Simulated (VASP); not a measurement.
# Cu (P6_3/mmc) in VASP: further runs, part 2 of 2

VASP 6.6.1. Earlier steps stand in the parts before.

## 5. Single point, PBEsol

File INCAR:

```
SYSTEM = Cu
ALGO = Fast
EDIFF = 1E-6
ENCUT = 520
GGA = PS
ISIF = 2
ISMEAR = 0
LASPH = .TRUE.
LCHARG = .FALSE.
LREAL = .FALSE.
LWAVE = .FALSE.
NBANDS = 30
NELM = 100
PREC = Accurate
SIGMA = 0.1
```

File KPOINTS:

```
k-points
0
G
  15 15 5
  0 0 0
```

File POSCAR:

```
Cu
1.0
    2.5197984285      0.0000000000      0.0000000000
   -1.2598992142      2.1822094515      0.0000000000
    0.0000000000      0.0000000000      8.2352547795
Cu
4
Direct
    0.0000000000      0.0000000000      0.0000000000
    0.3333333333      0.6666666667      0.2500000000
    0.0000000000      0.0000000000      0.5000000000
    0.6666666667      0.3333333333      0.7500000000
```

Potentials or basis: VASP PAW PBE potentials, release 64 (Cu).

Started as:

```bash
$ cat potpaw_PBE.64/Cu/POTCAR > POTCAR
$ mpirun -np 1 vasp_std > vasp.out
```

OUTCAR:

```text
SYSTEM = Cu
   EDIFF = 1E-6
   ENCUT = 520
   GGA = PS
   ISIF = 2
   ISMEAR = 0
   LASPH = .TRUE.
   LREAL = .FALSE.
   NELM = 100
   PREC = Accurate

 ion  position               nearest neighbor table
   1  0.000  0.000  0.000-   2 2.52   4 2.52   2 2.52   4 2.52   4 2.52   2 2.52
   2  0.333  0.667  0.250-   1 2.52   3 2.52   1 2.52   3 2.52   1 2.52   3 2.52
   3  0.000  0.000  0.500-   2 2.52   4 2.52   2 2.52   4 2.52   4 2.52   2 2.52
   4  0.667  0.333  0.750-   1 2.52   3 2.52   1 2.52   3 2.52   1 2.52   3 2.52

  LATTYP: Found a hexagonal cell.
 ALAT       =     2.5197984285
 C/A-ratio  =     3.2682196664

  Lattice vectors:

 A1 = (   2.5197984285,   0.0000000000,   0.0000000000)
 A2 = (  -1.2598992142,   2.1822094515,   0.0000000000)
 A3 = (   0.0000000000,   0.0000000000,   8.2352547795)

Analysis of symmetry for initial positions (statically):
=====================================================================
 Subroutine PRICEL returns:
 Original cell was already a primitive cell.

 Routine SETGRP: Setting up the symmetry group for a
 hexagonal supercell.

 Subroutine GETGRP returns: Found 24 space group operations
 (whereof 12 operations were pure point group operations)
 out of a pool of 24 trial point group operations.

The static configuration has the point symmetry D_3d.
 The point group associated with its full space group is D_6h.

Analysis of symmetry for dynamics (positions and initial velocities):
=====================================================================
 Subroutine PRICEL returns:
 Original cell was already a primitive cell.

 Routine SETGRP: Setting up the symmetry group for a
 hexagonal supercell.

 Subroutine GETGRP returns: Found 24 space group operations
 (whereof 12 operations were pure point group operations)
 out of a pool of 24 trial point group operations.

The dynamic configuration has the point symmetry D_3d.
 The point group associated with its full space group is D_6h.

 Subroutine INISYM returns: Found 24 space group operations
 (whereof 12 operations are pure point group operations),
 and found     1 'primitive' translations

----------------------------------------------------------------------------------------

                                     Primitive cell

  volume of cell :      45.2834

  direct lattice vectors                    reciprocal lattice vectors
     2.519798429  0.000000000  0.000000000     0.396857141  0.229125577  0.000000000
    -1.259899214  2.182209451  0.000000000     0.000000000  0.458251154  0.000000000
     0.000000000  0.000000000  8.235254779     0.000000000  0.000000000  0.121429151

  length of vectors
     2.519798429  2.519798428  8.235254779     0.458251154  0.458251154  0.121429151

  position of ions in fractional coordinates (direct lattice)
     0.000000000  0.000000000  0.000000000
     0.333333333  0.666666667  0.250000000
     0.000000000  0.000000000  0.500000000
     0.666666667  0.333333333  0.750000000

  ion indices of the primitive-cell ions
   primitive index   ion index
                 1           1
                 2           2
                 3           3
                 4           4

----------------------------------------------------------------------------------------

[... 26 lines left out ...]
  0.000000  0.000000  0.000000      1.000000
  0.066667  0.000000  0.000000      6.000000
  0.133333  0.000000  0.000000      6.000000
  0.200000  0.000000  0.000000      6.000000
  0.266667  0.000000  0.000000      6.000000
  0.333333  0.000000  0.000000      6.000000
[... 16 lines left out ...]
  0.333333  0.200000  0.000000     12.000000
  0.400000  0.200000  0.000000      6.000000
 [... further k-points ...]
   k-points           NKPTS =     81   k-points in BZ     NKDIM =     81   number of bands    NBANDS=     30
   number of dos      NEDOS =    301   number of ions     NIONS =      4
   total plane-waves  NPLWV =  25600
   dimension x,y,z NGX =    20 NGY =   20 NGZ =   64
   dimension x,y,z NGXF=    40 NGYF=   40 NGZF=  128
   ions per type =               4
   NGX,Y,Z   is equivalent  to a cutoff of  13.20, 13.20, 12.92 a.u.
   NGXF,Y,Z  is equivalent  to a cutoff of  26.39, 26.39, 25.84 a.u.
 SYSTEM =  Cu
   PREC   = accura    normal or accurate (medium, high low for compatibility)
   ISTART =      0    job   : 0-new  1-cont  2-samecut
   ICHARG =      2    charge: 1-file 2-atom 10-const
   ISPIN  =      1    spin polarized calculation?
   LNONCOLLINEAR =      F non collinear calculations
   LSORBIT =      F    spin-orbit coupling
   LASPH  =      T    aspherical Exc in radial PAW
   ENCUT  =  520.0 eV  38.22 Ry    6.18 a.u.   4.69  4.69 15.31*2*pi/ulx,y,z
   NELM   =    100;   NELMIN=  2; NELMDL= -5     # of ELM steps
   EDIFF  = 0.1E-05   stopping-criterion for ELM
   LREAL  =      F    real-space projection
   EDIFFG = 0.1E-04   stopping-criterion for IOM
   NSW    =      0    number of steps for IOM
   IBRION =     -1    ionic relax: 0-MD 1-quasi-New 2-CG
   NFREE  =      0    steps in history (QN), initial steepest desc. (CG)
   ISIF   =      2    stress and relaxation
   ISYM   =      2    0-nonsym 1-usesym 2-fastsym
   POTIM  = 0.5000    time-step for ionic-motion
   TEBEG  =    0.0;   TEEND  =   0.0 temperature during run
   PSTRESS=    0.0 pullay stress
   NELECT =      44.0000    total number of electrons
   NUPDOWN=      -1.0000    fix difference up-down
   EMIN   =  10.00;   EMAX   =-10.00  energy-range for DOS
   EFERMI =   0.00;   METHOD = LEGACY
   ISMEAR =     0;   SIGMA  =   0.10  broadening in eV -4-tet -1-fermi 0-gaus
   EFERMI_NEDOS =   21; number of points for ismear=-14 and -15
   IALGO  =     68    algorithm
   IMIX   =      4    mixing-type and parameters
     AMIX     =   0.40;   BMIX     =  1.00
     AMIX_MAG =   1.60;   BMIX_MAG =  1.00
  volume/ion in A,a.u.               =      11.32        76.40
  Fermi-wavevector in a.u.,A,eV,Ry     =   1.621484  3.064160 35.772573  2.629210
  Thomas-Fermi vector in A             =   2.715252
   LORBIT       =      0    0 simple, 1 ext, 2 COOP (PROOUT), +10 PAW based schemes
   GGA     = PS    functional components
   LHFCALC =     F    Hartree Fock is set to
   AEXX    =    0.0000 exact exchange contribution
   IVDW    =     0    specifies the selected vdW correction
   LEPSILON=     F    determine dielectric tensor
   LRPA    =     F    only Hartree local field effects (RPA)
 non-spin polarized calculation
 RMM-DIIS sequential band-by-band and
 Gauss-broadening in eV      SIGMA  =   0.10
  energy-cutoff  :      520.00
  volume of cell :       45.28
 maximum number of plane-waves:      1237
 NGX is ok and might be reduce to    20
   NGX =  9   NGY =  9   NGZ = 31

 number of electron      43.9999982 magnetization

 Free energy of the ion-electron system (eV)
  ---------------------------------------------------
  ext. energy  EPLUGINS =         0.00000000
  ---------------------------------------------------
  free energy    TOTEN  =       -17.21961320 eV

  energy without entropy =      -17.21235201  energy(sigma->0) =      -17.21598260

 E-fermi :   8.0240     XC(G=0): -13.1572

 val. band max:        8.0060872981   @ k =   0.2667   0.1333   0.2000
 cond. band min:       8.0272408269   @ k =   0.4667   0.0667   0.4000
 fundamental gap:      0.0211535287
 Fermi energy:         8.0240256791

 k-point     1 :       0.0000    0.0000    0.0000
  band No.  band energies     occupation
      1      -1.7826      2.00000
      2       0.3965      2.00000
      3       0.3980      2.00000
      4       2.5930      2.00000
      5       4.4964      2.00000
      6       4.5079      2.00000
[... 781 lines left out ...]
     29      17.6861      0.00000
     30      17.9457      0.00000

 [... further k-points ...]

------------------------ aborting loop because EDIFF is reached ----------------------------------------

  FORCE on cell =-STRESS in cart. coord.  units (eV):
  Direction    XX          YY          ZZ          XY          YZ          ZX
  --------------------------------------------------------------------------------------
  -------------------------------------------------------------------------------------
  Total        0.0385785      0.0385785      0.5369142      0.0000000     -0.0000000      0.0000000
  in kB        1.3649480      1.3649480     18.9966130      0.0000000     -0.0000000      0.0000000
  external PRESSURE =       7.2421697 kB  Pullay stress =       0.0000000 kB

 VOLUME and BASIS-vectors are now :
 -----------------------------------------------------------------------------
  energy-cutoff  :      520.00
  volume of cell :       45.28
      direct lattice vectors                 reciprocal lattice vectors
     2.519798429  0.000000000  0.000000000     0.396857141  0.229125577  0.000000000
    -1.259899214  2.182209451  0.000000000     0.000000000  0.458251154  0.000000000
     0.000000000  0.000000000  8.235254779     0.000000000  0.000000000  0.121429151

 POSITION                                       TOTAL-FORCE (eV/Angst)
 -----------------------------------------------------------------------------------
      0.00000      0.00000      0.00000         0.000000      0.000000     -0.000000
     -0.00000      1.45481      2.05881         0.000000      0.000000     -0.000000
      0.00000      0.00000      4.11763         0.000000      0.000000     -0.000000
      1.25990      0.72740      6.17644        -0.000000     -0.000000      0.000000
 -----------------------------------------------------------------------------------
    total drift:                                0.000000     -0.000000      0.000000

  FREE ENERGIE OF THE ION-ELECTRON SYSTEM (eV)
  ---------------------------------------------------
  free  energy   TOTEN  =       -17.2196131972 eV

  energy  without entropy=      -17.2123520110  energy(sigma->0) =      -17.21598260
```

OSZICAR:

```text
N       E                     dE             d eps       ncg     rms          rms(c)
DAV:   1     0.333439171143E+03    0.33344E+03   -0.19878E+04  5196   0.266E+03
DAV:   2     0.972237088703E+01   -0.32372E+03   -0.31130E+03  4860   0.396E+02
DAV:   3    -0.208404120842E+02   -0.30563E+02   -0.28918E+02  5354   0.168E+02
DAV:   4    -0.216230097811E+02   -0.78260E+00   -0.78115E+00  5638   0.365E+01
DAV:   5    -0.216338720200E+02   -0.10862E-01   -0.10862E-01  6088   0.424E+00    0.169E+01
RMM:   6    -0.186629433180E+02    0.29709E+01   -0.34369E+01  5365   0.879E+01    0.889E+00
RMM:   7    -0.172482852580E+02    0.14147E+01   -0.65591E+00  5275   0.410E+01    0.186E+00
RMM:   8    -0.172204041207E+02    0.27881E-01   -0.28585E-01  5669   0.367E+00    0.445E-01
RMM:   9    -0.172203951317E+02    0.89890E-05   -0.49196E-02  5708   0.295E+00    0.238E-01
RMM:  10    -0.172193224888E+02    0.10726E-02   -0.12036E-02  5701   0.154E+00    0.895E-02
RMM:  11    -0.172195926223E+02   -0.27013E-03   -0.40120E-03  6073   0.568E-01    0.716E-02
RMM:  12    -0.172195815589E+02    0.11063E-04   -0.70299E-04  5921   0.265E-01    0.996E-03
RMM:  13    -0.172196074971E+02   -0.25938E-04   -0.25614E-04  6308   0.136E-01    0.326E-03
RMM:  14    -0.172196119442E+02   -0.44471E-05   -0.41763E-05  5109   0.547E-02    0.748E-03
RMM:  15    -0.172196130214E+02   -0.10772E-05   -0.17116E-05  4735   0.417E-02    0.329E-03
RMM:  16    -0.172196131972E+02   -0.17573E-06   -0.40482E-06  3661   0.162E-02
   1 F= -.17219613E+02 E0= -.17215983E+02  d E =-.726119E-02
```

stdout:

```text
POSCAR found type information on POSCAR Cu
 POSCAR found :  1 types and       4 ions
 scaLAPACK will be used
 -----------------------------------------------------------------------------
|                                                                             |
|                                                                             |
|     You enforced a specific xc type in the INCAR file but a different       |
|     I HOPE YOU KNOW WHAT YOU ARE DOING!                                     |
|                                                                             |
 -----------------------------------------------------------------------------

 LDA part: xc-table for (Slater+PW92), standard interpolation
 POSCAR, INCAR and KPOINTS ok, starting setup
 FFT: planning ... GRIDC
 FFT: planning ... GRID_SOFT
 FFT: planning ... GRID
 WAVECAR not read
 entering main loop
WARNING in EDDRMM: call to ZHEGV failed, returncode =   6  3     27
```

Wall time 78 s (1 thread of Intel Xeon 6975P-C (Granite Rapids), shared host); peak memory 0.2 GiB.

What came out:

| Item | Value |
| --- | --- |
| Free energy | -17.2196 eV |
| Pressure | 0.7 GPa |
| Band gap on the k mesh | zero (band 22 reaches 11.33 eV, above the bottom of band 23 at 6.14 eV) |

Stress tensor (GPa, compression positive):
```
0.14 0.00 0.00
0.00 0.14 0.00
0.00 0.00 1.90
```

Levels at points of the mesh, in eV from the Fermi level:
```tsv
k point	band 19	band 20	band 21	band 22	band 23	band 24	band 25	band 26
(0.00, 0.00, 0.00)	-2.28	-2.10	-2.10	-1.80	-1.80	-1.26	3.85	12.67
```

Caveat: the PAW data sets were made with another functional, which shifts forces and pressure a little.

## 6. Single point, PBEsol

File INCAR:

```
SYSTEM = Cu
PREC = Accurate ; ENCUT = 520
EDIFF = 1E-7 ; ISMEAR = 0
SIGMA = 0.15 ; LREAL = .False.
LASPH = .True. ; NELM = 100
ALGO = Fast ; ISIF = 2
LWAVE = .False. ; LCHARG = .False.
GGA = PS ; NBANDS = 30
```

File KPOINTS:

```
regular mesh
0
Gamma
  18 18 4
  0 0 0
```

File POSCAR:

```
Cu
1.0
    2.5197984293      0.0000000000      0.0000000000
   -1.2598992147      2.1822094521      0.0000000000
    0.0000000000      0.0000000000      8.2352547724
Cu
4
Direct
    0.0000000000      0.0000000000      0.0000000000
    0.3333333333      0.6666666667      0.2500000000
    0.0000000000      0.0000000000      0.5000000000
    0.6666666667      0.3333333333      0.7500000000
```

Potentials or basis: VASP PAW PBE potentials, release 64 (Cu).

Started as:

```bash
$ cat potpaw_PBE.64/Cu/POTCAR > POTCAR
$ mpirun -np 1 vasp_std > vasp.out
```

Wall time 4.9 min (1 thread of Intel Xeon 6975P-C, shared host); peak memory 0.24 GiB.

Results (log left out):

| Quantity | Value |
| --- | --- |
| Free energy | -17.2204 eV |
| Pressure | 1.0 GPa |
| Band gap on the k mesh | zero (band 22 reaches 11.36 eV, above the bottom of band 23 at 6.10 eV) |

Stress tensor (GPa, compression positive):
```
1.16 0.00 0.00
0.00 1.16 0.00
0.00 0.00 0.55
```

Levels at points of the mesh, in eV from the Fermi level:
| k point | band 18 | band 19 | band 20 | band 21 | band 22 | band 23 | band 24 | band 25 | band 26 | band 27 |
| --- | --- | --- | --- | --- | --- | --- | --- | --- | --- | --- |
| (0.00, 0.00, 0.00) | -2.16 | -2.16 | -1.99 | -1.99 | -1.69 | -1.69 | -1.15 | 3.96 | 12.77 | 12.77 |
| (0.50, 0.00, 0.00) | -1.55 | -1.54 | -1.53 | -0.71 | 0.34 | 1.00 | 1.58 | 4.80 | 4.81 | 8.69 |
| (0.00, 0.00, 0.50) | -2.30 | -2.30 | -2.30 | -1.82 | -1.82 | -1.82 | -1.82 | 7.12 | 7.12 | 19.25 |
| (0.50, 0.00, 0.50) | -1.63 | -1.55 | -1.55 | 0.03 | 0.03 | 1.37 | 1.37 | 5.29 | 5.29 | 7.18 |

Caveat: the PAW data sets were made with another functional, which shifts forces and pressure a little.

## 7. The runs side by side

| cell | k mesh | smearing | further INCAR settings | gap on the mesh (eV) | pressure (GPa) |
| --- | --- | --- | --- | --- | --- |
| a = 2.520, b = 2.520, c = 8.235 Å, angles 90.0, 90.0, 120.0°, 4 atoms | 24 × 24 × 6 | gaussian 0.1 eV | ALGO = Fast; EDIFF = 1e-06; NBANDS = 30 | none | 0.7 |
| a = 2.558, b = 2.558, c = 8.156 Å, angles 90.0, 90.0, 120.0°, 4 atoms | 24 × 24 × 6 | gaussian 0.1 eV | ALGO = Fast; EDIFF = 1e-06; NBANDS = 30 | none | -2.7 |
| a = 2.558, b = 2.558, c = 8.161 Å, angles 90.0, 90.0, 120.0°, 4 atoms | 24 × 24 × 6 | gaussian 0.1 eV | ALGO = Fast; EDIFF = 1e-07; NBANDS = 30 | none | -2.6 |
| a = 2.520, b = 2.520, c = 8.235 Å, angles 90.0, 90.0, 120.0°, 4 atoms | 15 × 15 × 5 | gaussian 0.1 eV | ALGO = Fast; EDIFF = 1e-06; NBANDS = 30 | none | 0.7 |
| a = 2.520, b = 2.520, c = 8.235 Å, angles 90.0, 90.0, 120.0°, 4 atoms | 18 × 18 × 4 | gaussian 0.15 eV | ALGO = Fast; EDIFF = 1e-07; NBANDS = 30 | none | 1.0 |

Alike in all rows: task single point; level PBEsol; potentials or basis VASP PAW PBE potentials, release 64 (Cu); no spin polarisation; cutoff (eV) 520.

Every run on the cell as given and a fine mesh finds a metal.

Caveats: the PAW data sets were made with another functional, which shifts forces and pressure a little.

Total energies depend on the potentials used, so only differences within one code and one set of settings carry meaning.
